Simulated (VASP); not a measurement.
# Bi (R-3m) in VASP: further runs

Runs on Bi. Level: LDA. Tasks: single point.

Everything below comes from runs of VASP 6.6.1. Logs are shortened: lines on timing, memory, paths and dates and some standing lists are left out, and cuts for length are marked.

### 1 The cell of the first run

The structure is trigonal, space group R-3m (No. 166). The conventional cell has a = 4.490 Å, b = 4.490 Å, c = 11.517 Å, α = 90.00°, β = 90.00°, γ = 120.00°. Within 4.0 Å of Bi (site symmetry 3m) lie 6 Bi at 3.06 to 3.41 Å.

### 2 Single point, LDA

Input file INCAR:

```
ALGO = Normal
EDIFF = 1E-6
ENCUT = 520
GGA = CA
ISIF = 2
ISMEAR = -1
LASPH = True
LCHARG = False
LREAL = False
LWAVE = False
NBANDS = 22
NELM = 80
PREC = Accurate
SIGMA = 0.3
```

Input file KPOINTS:

```
k-points
0
Gamma
  9 9 9
```

Input file POSCAR:

```
Bi
1.0
    2.2451514826      1.2962388128      3.8388382945
   -2.2451514826      1.2962388128      3.8388382945
    0.0000000000     -2.5924776257      3.8388382945
Bi
2
Direct
    0.2371145469      0.2371145469      0.2371145469
    0.7628854531      0.7628854531      0.7628854531
```

Potentials or basis: VASP PAW LDA potentials, release 64 (Bi_d).

Command:

```console
$ cat potpaw_LDA.64/Bi_d/POTCAR > POTCAR
$ mpirun -np 1 vasp_std > vasp.out
```

OUTCAR:

```text
EDIFF = 1E-6
   ENCUT = 520
   GGA = CA
   ISIF = 2
   ISMEAR = -1
   LASPH = True
   LREAL = False
   NELM = 80
   PREC = Accurate

 ion  position               nearest neighbor table
   1  0.237  0.237  0.237-   2 3.06   2 3.06   2 3.06   2 3.41   2 3.41   2 3.41
   2  0.763  0.763  0.763-   1 3.06   1 3.06   1 3.06   1 3.41   1 3.41   1 3.41

  LATTYP: Found a trigonal (rhomboedric) cell.
 ALAT       =     4.6322370072
 COS(alpha) =     0.5301710765

  Lattice vectors:

 A1 = (   2.2451514826,   1.2962388128,   3.8388382945)
 A2 = (  -2.2451514826,   1.2962388128,   3.8388382945)
 A3 = (   0.0000000000,  -2.5924776257,   3.8388382945)

Analysis of symmetry for initial positions (statically):
=====================================================================
 Subroutine PRICEL returns:
 Original cell was already a primitive cell.

 Routine SETGRP: Setting up the symmetry group for a
 trigonal (rhombohedral) supercell.

 Subroutine GETGRP returns: Found 12 space group operations
 (whereof 12 operations were pure point group operations)
 out of a pool of 12 trial point group operations.

The static configuration has the point symmetry D_3d.

Analysis of symmetry for dynamics (positions and initial velocities):
=====================================================================
 Subroutine PRICEL returns:
 Original cell was already a primitive cell.

 Routine SETGRP: Setting up the symmetry group for a
 trigonal (rhombohedral) supercell.

 Subroutine GETGRP returns: Found 12 space group operations
 (whereof 12 operations were pure point group operations)
 out of a pool of 12 trial point group operations.

The dynamic configuration has the point symmetry D_3d.

 Subroutine INISYM returns: Found 12 space group operations
 (whereof 12 operations are pure point group operations),
 and found     1 'primitive' translations

----------------------------------------------------------------------------------------

                                     Primitive cell

  volume of cell :      67.0319

  direct lattice vectors                    reciprocal lattice vectors
     2.245151483  1.296238813  3.838838294     0.222702122  0.128577130  0.086831825
    -2.245151483  1.296238813  3.838838294    -0.222702122  0.128577130  0.086831825
     0.000000000 -2.592477626  3.838838294     0.000000000 -0.257154260  0.086831825

  length of vectors
     4.632237007  4.632237007  4.632237007     0.271418642  0.271418642  0.271418642

  position of ions in fractional coordinates (direct lattice)
     0.237114547  0.237114547  0.237114547
     0.762885453  0.762885453  0.762885453

  ion indices of the primitive-cell ions
   primitive index   ion index
                 1           1
                 2           2

----------------------------------------------------------------------------------------

 KPOINTS: k-points

Automatic generation of k-mesh.
 Grid dimensions read from file:
 generate k-points for:    9    9    9

 Generating k-lattice:

  Cartesian coordinates                     Fractional coordinates (reciprocal lattice)
     0.024744680  0.014286348  0.009647981     0.111111111  0.000000000 -0.000000000
    -0.024744680  0.014286348  0.009647981     0.000000000  0.111111111 -0.000000000
     0.000000000 -0.028572696  0.009647981     0.000000000  0.000000000  0.111111111

  Length of vectors
     0.030157627  0.030157627  0.030157627

  Shift w.r.t. Gamma in fractional coordinates (k-lattice)
     0.000000000  0.000000000  0.000000000

 Subroutine IBZKPT returns following result:
 ===========================================

 Found     85 irreducible k-points:

 Following reciprocal coordinates:
            Coordinates               Weight
  0.000000  0.000000  0.000000      1.000000
  0.111111 -0.000000  0.000000      6.000000
  0.222222  0.000000  0.000000      6.000000
  0.333333 -0.000000  0.000000      6.000000
  0.444444  0.000000  0.000000      6.000000
  0.111111  0.111111  0.000000      6.000000
[... 16 lines left out ...]
 -0.333333  0.333333  0.000000      6.000000
  0.444444  0.444444  0.000000      6.000000
 [... further k-points ...]
   k-points           NKPTS =     85   k-points in BZ     NKDIM =     85   number of bands    NBANDS=     22
   number of dos      NEDOS =    301   number of ions     NIONS =      2
   total plane-waves  NPLWV =  46656
   dimension x,y,z NGX =    36 NGY =   36 NGZ =   36
   dimension x,y,z NGXF=    72 NGYF=   72 NGZF=   72
   ions per type =               2
   NGX,Y,Z   is equivalent  to a cutoff of  12.92, 12.92, 12.92 a.u.
   NGXF,Y,Z  is equivalent  to a cutoff of  25.84, 25.84, 25.84 a.u.
 SYSTEM =  unknown system
   PREC   = accura    normal or accurate (medium, high low for compatibility)
   ISTART =      0    job   : 0-new  1-cont  2-samecut
   ICHARG =      2    charge: 1-file 2-atom 10-const
   ISPIN  =      1    spin polarized calculation?
   LNONCOLLINEAR =      F non collinear calculations
   LSORBIT =      F    spin-orbit coupling
   LASPH  =      T    aspherical Exc in radial PAW
   ENCUT  =  520.0 eV  38.22 Ry    6.18 a.u.   8.61  8.61  8.61*2*pi/ulx,y,z
   NELM   =     80;   NELMIN=  2; NELMDL= -5     # of ELM steps
   EDIFF  = 0.1E-05   stopping-criterion for ELM
   LREAL  =      F    real-space projection
   EDIFFG = 0.1E-04   stopping-criterion for IOM
   NSW    =      0    number of steps for IOM
   IBRION =     -1    ionic relax: 0-MD 1-quasi-New 2-CG
   NFREE  =      0    steps in history (QN), initial steepest desc. (CG)
   ISIF   =      2    stress and relaxation
   ISYM   =      2    0-nonsym 1-usesym 2-fastsym
   POTIM  = 0.5000    time-step for ionic-motion
   TEBEG  =    0.0;   TEEND  =   0.0 temperature during run
   PSTRESS=    0.0 pullay stress
   NELECT =      30.0000    total number of electrons
   NUPDOWN=      -1.0000    fix difference up-down
   EMIN   =  10.00;   EMAX   =-10.00  energy-range for DOS
   EFERMI =   0.00;   METHOD = LEGACY
   ISMEAR =    -1;   SIGMA  =   0.30  broadening in eV -4-tet -1-fermi 0-gaus
   EFERMI_NEDOS =   21; number of points for ismear=-14 and -15
   IALGO  =     38    algorithm
   IMIX   =      4    mixing-type and parameters
     AMIX     =   0.40;   BMIX     =  1.00
     AMIX_MAG =   1.60;   BMIX_MAG =  1.00
  volume/ion in A,a.u.               =      33.52       226.18
  Fermi-wavevector in a.u.,A,eV,Ry     =   1.252241  2.366393 21.335406  1.568108
  Thomas-Fermi vector in A             =   2.386151
   LORBIT       =      0    0 simple, 1 ext, 2 COOP (PROOUT), +10 PAW based schemes
   GGA     = CA    functional components
   LHFCALC =     F    Hartree Fock is set to
   AEXX    =    0.0000 exact exchange contribution
   IVDW    =     0    specifies the selected vdW correction
   LEPSILON=     F    determine dielectric tensor
   LRPA    =     F    only Hartree local field effects (RPA)
 non-spin polarized calculation
  energy-cutoff  :      520.00
  volume of cell :       67.03
 maximum number of plane-waves:      1827
   NGX = 17   NGY = 17   NGZ = 17

 number of electron      30.0000008 magnetization

 Free energy of the ion-electron system (eV)
  ---------------------------------------------------
  ext. energy  EPLUGINS =         0.00000000
  ---------------------------------------------------
  free energy    TOTEN  =        -9.22641034 eV

  energy without entropy =       -8.97279925  energy(sigma->0) =       -9.09960480

 E-fermi :   6.6845     XC(G=0): -10.0341

 val. band max:        6.6379270981   @ k =   0.2222   0.2222   0.1111
 cond. band min:       6.9015859209   @ k =   0.4444   0.1111   0.1111
 fundamental gap:      0.2636588228
 Fermi energy:         6.6845342035

 k-point     1 :       0.0000    0.0000    0.0000
  band No.  band energies     occupation
      1     -16.3081      2.00000
      2     -16.3081      2.00000
      3     -16.1352      2.00000
      4     -16.1352      2.00000
      5     -16.1248      2.00000
      6     -15.9260      2.00000
[... 14 lines left out ...]
     21      12.3592      0.00000
     22      12.9585      0.00000

 k-point     2 :       0.1111   -0.0000    0.0000
  band No.  band energies     occupation
      1     -16.2965      2.00000
      2     -16.2947      2.00000
      3     -16.1301      2.00000
      4     -16.1276      2.00000
      5     -16.1178      2.00000
      6     -15.9323      2.00000
[... 14 lines left out ...]
     21      12.5198      0.00000
     22      13.9624      0.00000

 k-point     3 :       0.2222    0.0000    0.0000
  band No.  band energies     occupation
      1     -16.2639      2.00000
      2     -16.2561      2.00000
      3     -16.1168      2.00000
      4     -16.1061      2.00000
      5     -16.0970      2.00000
      6     -15.9529      2.00000
[... 14 lines left out ...]
     21      13.1342      0.00000
     22      15.8437      0.00000

 k-point     4 :       0.3333   -0.0000    0.0000
  band No.  band energies     occupation
      1     -16.2183      2.00000
      2     -16.1971      2.00000
      3     -16.0996      2.00000
      4     -16.0745      2.00000
      5     -16.0649      2.00000
      6     -15.9888      2.00000
[... 14 lines left out ...]
     21      14.1926      0.00000
     22      17.2664      0.00000

 k-point     5 :       0.4444    0.0000    0.0000
  band No.  band energies     occupation
      1     -16.1786      2.00000
      2     -16.1287      2.00000
      3     -16.0861      2.00000
      4     -16.0521      2.00000
      5     -16.0404      2.00000
      6     -16.0126      2.00000
[... 14 lines left out ...]
     21      15.5869      0.00000
     22      15.9564      0.00000

 k-point     6 :       0.1111    0.1111    0.0000
  band No.  band energies     occupation
      1     -16.3062      2.00000
      2     -16.2784      2.00000
      3     -16.1349      2.00000
      4     -16.1225      2.00000
      5     -16.1138      2.00000
      6     -15.9357      2.00000
[... 14 lines left out ...]
     21      12.8922      0.00000
     22      13.6300      0.00000

 k-point     7 :       0.2222    0.1111   -0.0000
  band No.  band energies     occupation
      1     -16.2920      2.00000
      2     -16.2407      2.00000
      3     -16.1286      2.00000
      4     -16.1075      2.00000
      5     -16.0948      2.00000
      6     -15.9533      2.00000
[... 324 lines left out ...]
      6     -15.9993      2.00000
[... 14 lines left out ...]
     21      15.5370      0.00000
     22      15.9436      0.00000

 k-point    21 :       0.4444    0.3333    0.0000
  band No.  band energies     occupation
      1     -16.2831      2.00000
      2     -16.1380      2.00000
      3     -16.1293      2.00000
      4     -16.0479      2.00000
      5     -16.0314      2.00000
      6     -16.0072      2.00000
[... 14 lines left out ...]
     21      16.3512      0.00000
     22      16.8915      0.00000

 k-point    22 :      -0.4444    0.3333    0.0000
  band No.  band energies     occupation
      1     -16.2554      2.00000
      2     -16.1416      2.00000
      3     -16.1126      2.00000
      4     -16.0510      2.00000
      5     -16.0343      2.00000
      6     -16.0068      2.00000
[... 14 lines left out ...]
     21      15.6633      0.00000
     22      17.5349      0.00000

 k-point    23 :      -0.3333    0.3333    0.0000
  band No.  band energies     occupation
      1     -16.2330      2.00000
      2     -16.1336      2.00000
      3     -16.0741      2.00000
      4     -16.0612      2.00000
      5     -16.0597      2.00000
      6     -16.0053      2.00000
[... 14 lines left out ...]
     21      14.7260      0.00000
     22      16.6317      0.00000

 k-point    24 :       0.4444    0.4444    0.0000
  band No.  band energies     occupation
      1     -16.2924      2.00000
      2     -16.1475      2.00000
      3     -16.1364      2.00000
      4     -16.0289      2.00000
      5     -16.0255      2.00000
      6     -16.0057      2.00000
[... 14 lines left out ...]
     21      16.5073      0.00000
     22      17.2044      0.00000

 [... further k-points ...]

------------------------ aborting loop because EDIFF is reached ----------------------------------------

  FORCE on cell =-STRESS in cart. coord.  units (eV):
  Direction    XX          YY          ZZ          XY          YZ          ZX
  --------------------------------------------------------------------------------------
  -------------------------------------------------------------------------------------
  Total        0.1770881      0.1770881      0.1160795      0.0000000     -0.0000000      0.0000000
  in kB        4.2327080      4.2327080      2.7744977      0.0000000     -0.0000000      0.0000000
  external PRESSURE =       3.7466379 kB  Pullay stress =       0.0000000 kB

 VOLUME and BASIS-vectors are now :
 -----------------------------------------------------------------------------
  energy-cutoff  :      520.00
  volume of cell :       67.03
      direct lattice vectors                 reciprocal lattice vectors
     2.245151483  1.296238813  3.838838294     0.222702122  0.128577130  0.086831825
    -2.245151483  1.296238813  3.838838294    -0.222702122  0.128577130  0.086831825
     0.000000000 -2.592477626  3.838838294     0.000000000 -0.257154260  0.086831825

 POSITION                                       TOTAL-FORCE (eV/Angst)
 -----------------------------------------------------------------------------------
      0.00000     -0.00000      2.73073         0.000000     -0.000000      0.206837
      0.00000     -0.00000      8.78578         0.000000      0.000000     -0.206837
 -----------------------------------------------------------------------------------
    total drift:                                0.000000      0.000000      0.000000

  FREE ENERGIE OF THE ION-ELECTRON SYSTEM (eV)
  ---------------------------------------------------
  free  energy   TOTEN  =        -9.2264103428 eV

  energy  without entropy=       -8.9727992489  energy(sigma->0) =       -9.09960480
```

Wall time 2 min (1 thread of Intel Xeon 8259CL, shared host); peak memory 0.23 GiB.

Results:

- Free energy: -9.2264 eV
- Pressure: 0.4 GPa
- Largest force: 0.207 eV/Å
- Band gap on the k mesh: zero (bands 15 and 16 overlap by 0.03 eV)

Forces on the atoms (eV/Å):
```
Bi   0.000  0.000  0.207
Bi   0.000  0.000 -0.207
```

Stress tensor (GPa, compression positive):
```
0.42 0.00 0.00
0.00 0.42 0.00
0.00 0.00 0.28
```

Levels at points of the mesh, in eV from the Fermi level:
```tsv
k point	band 12	band 13	band 14	band 15	band 16	band 17	band 18	band 19
(0.00, 0.00, 0.00)	-7.35	-1.60	-1.35	-1.35	2.74	3.04	3.04	5.51
```

Caveat: so wide a smearing shifts energies and pressures; spin-orbit coupling is left out, which moves the levels of the heavy elements.

### 3 Single point, LDA

Input file INCAR:

```
SYSTEM = Bi
ALGO = Normal
EDIFF = 1E-7
ENCUT = 520
GGA = CA
ISIF = 2
ISMEAR = -1
LASPH = .TRUE.
LCHARG = .TRUE.
LELF = .TRUE.
LREAL = .FALSE.
LVHAR = .TRUE.
LWAVE = .FALSE.
NBANDS = 22
NELM = 80
PREC = Accurate
SIGMA = 0.6
```

Input file KPOINTS:

```
k-points
0
G
  9 9 9
  0 0 0
```

POSCAR is that of step 2.

Potentials or basis: VASP PAW LDA potentials, release 64 (Bi_d).

Command:

```console
$ cat potpaw_LDA.64/Bi_d/POTCAR > POTCAR
$ mpirun -np 1 vasp_std > vasp.out
```

OUTCAR:

```text
SYSTEM = Bi
   EDIFF = 1E-7
   ENCUT = 520
   GGA = CA
   ISIF = 2
   ISMEAR = -1
   LASPH = .TRUE.
   LREAL = .FALSE.
   NELM = 80
   PREC = Accurate

 ion  position               nearest neighbor table
   1  0.237  0.237  0.237-   2 3.06   2 3.06   2 3.06   2 3.41   2 3.41   2 3.41
   2  0.763  0.763  0.763-   1 3.06   1 3.06   1 3.06   1 3.41   1 3.41   1 3.41

  LATTYP: Found a trigonal (rhomboedric) cell.
 ALAT       =     4.6322370072
 COS(alpha) =     0.5301710765

  Lattice vectors:

[... 786 lines left out ...]
------------------------ aborting loop because EDIFF is reached ----------------------------------------

  FORCE on cell =-STRESS in cart. coord.  units (eV):
  Direction    XX          YY          ZZ          XY          YZ          ZX
  --------------------------------------------------------------------------------------
  -------------------------------------------------------------------------------------
  Total        0.7752896      0.7752896      0.5652205      0.0000000     -0.0000000      0.0000000
  in kB       18.5307405     18.5307405     13.5097329      0.0000000     -0.0000000      0.0000000
  external PRESSURE =      16.8570713 kB  Pullay stress =       0.0000000 kB

 VOLUME and BASIS-vectors are now :
 -----------------------------------------------------------------------------
  energy-cutoff  :      520.00
  volume of cell :       67.03
      direct lattice vectors                 reciprocal lattice vectors
     2.245151483  1.296238813  3.838838294     0.222702122  0.128577130  0.086831825
    -2.245151483  1.296238813  3.838838294    -0.222702122  0.128577130  0.086831825
     0.000000000 -2.592477626  3.838838294     0.000000000 -0.257154260  0.086831825

 POSITION                                       TOTAL-FORCE (eV/Angst)
 -----------------------------------------------------------------------------------
      0.00000     -0.00000      2.73073         0.000000     -0.000000      0.516810
      0.00000     -0.00000      8.78578         0.000000      0.000000     -0.516810
 -----------------------------------------------------------------------------------
    total drift:                                0.000000      0.000000      0.000000

  FREE ENERGIE OF THE ION-ELECTRON SYSTEM (eV)
  ---------------------------------------------------
  free  energy   TOTEN  =        -9.6744402510 eV

  energy  without entropy=       -8.3880998944  energy(sigma->0) =       -9.03127007
```

OSZICAR:

```text
N       E                     dE             d eps       ncg     rms          rms(c)
DAV:   1     0.306340077092E+03    0.30634E+03   -0.16262E+04  3740   0.167E+03
DAV:   2     0.167237744201E+02   -0.28962E+03   -0.28245E+03  3764   0.439E+02
DAV:   3    -0.877448361844E+01   -0.25498E+02   -0.25135E+02  4580   0.144E+02
DAV:   4    -0.965186800531E+01   -0.87738E+00   -0.87672E+00  4540   0.292E+01
DAV:   5    -0.969141337202E+01   -0.39545E-01   -0.39544E-01  5468   0.559E+00    0.934E-01
DAV:   6    -0.967973688122E+01    0.11676E-01   -0.17744E-02  4810   0.143E+00    0.534E-01
DAV:   7    -0.967454398393E+01    0.51929E-02   -0.90276E-03  5088   0.108E+00    0.100E-01
DAV:   8    -0.967443756934E+01    0.10641E-03   -0.90711E-04  4434   0.373E-01    0.131E-02
DAV:   9    -0.967444009934E+01   -0.25300E-05   -0.41127E-05  5574   0.559E-02    0.506E-03
DAV:  10    -0.967444023063E+01   -0.13129E-06   -0.16519E-06  4856   0.881E-03    0.133E-03
DAV:  11    -0.967444025100E+01   -0.20364E-07   -0.10893E-07  3058   0.256E-03
   1 F= -.96744403E+01 E0= -.90312701E+01  d E =-.128634E+01
```

stdout:

```text
POSCAR found type information on POSCAR Bi
 POSCAR found :  1 types and       2 ions
 scaLAPACK will be used
 LDA part: xc-table for (Slater(with rela. corr.)+CA(PZ))
 , standard interpolation
 POSCAR, INCAR and KPOINTS ok, starting setup
 FFT: planning ... GRIDC
 FFT: planning ... GRID_SOFT
 FFT: planning ... GRID
 WAVECAR not read
 entering main loop
```

Run time: 2.3 min. Hardware: 1 thread of Intel Xeon 8259CL, shared host; peak memory 0.23 GiB.

Results:

```
Free energy            : -9.6744 eV
Pressure               : 1.7 GPa
Largest force          : 0.517 eV/Å
Band gap on the k mesh : zero (bands 15 and 16 overlap by 0.02 eV)
```

Forces in eV/Å, atoms in the order of the input:
```
Bi   0.000  0.000  0.517
Bi   0.000  0.000 -0.517
```

Caveat: so wide a smearing shifts energies and pressures; spin-orbit coupling is left out, which moves the levels of the heavy elements.

(Part 1 of 2 ends here.)
